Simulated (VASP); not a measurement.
CuF, 8 atoms in the cell. Symmetry: P6_3/mmc, No. 194, hexagonal system. Conventional cell: a = 3.147 Å, b = 3.147 Å, c = 13.156 Å, α = 90.00°, β = 90.00°, γ = 120.00°. Within 2.6 Å of Cu (site symmetry 3m) lie 3 F at 1.96 Å and 1 Cu at 2.45 Å. Within 2.6 Å of F (site symmetry 3m) lie 3 Cu at 1.96 Å. 

```yaml
Program: VASP 6.6.1
Task: single point
Functional: PBE
Potentials_or_basis: VASP PAW PBE potentials, release 64 (Cu, F)
Cutoff: 520 eV
k_mesh: 12 × 12 × 3
Occupations: gaussian, width 0.0355 eV
Spin: no spin polarisation
Dipole_correction: no
Further_INCAR_settings: ALGO = Normal; EDIFF = 1e-07; NBANDS = 46
```

Potentials or basis: VASP PAW PBE potentials, release 64 (Cu, F).

The run is started by

```sh
$ cat potpaw_PBE.64/Cu/POTCAR potpaw_PBE.64/F/POTCAR > POTCAR
$ mpirun -np 1 vasp_std > vasp.out
```

Hardware: 1 thread of Intel Xeon 8259CL (shared host).

Task: How long does it take, and how much memory?

Result: Run time: 8.8 min on 1 thread of Intel Xeon 8259CL, with other jobs on the host, peak memory 0.55 GiB. Counts: scf iterations 20, k points 121.
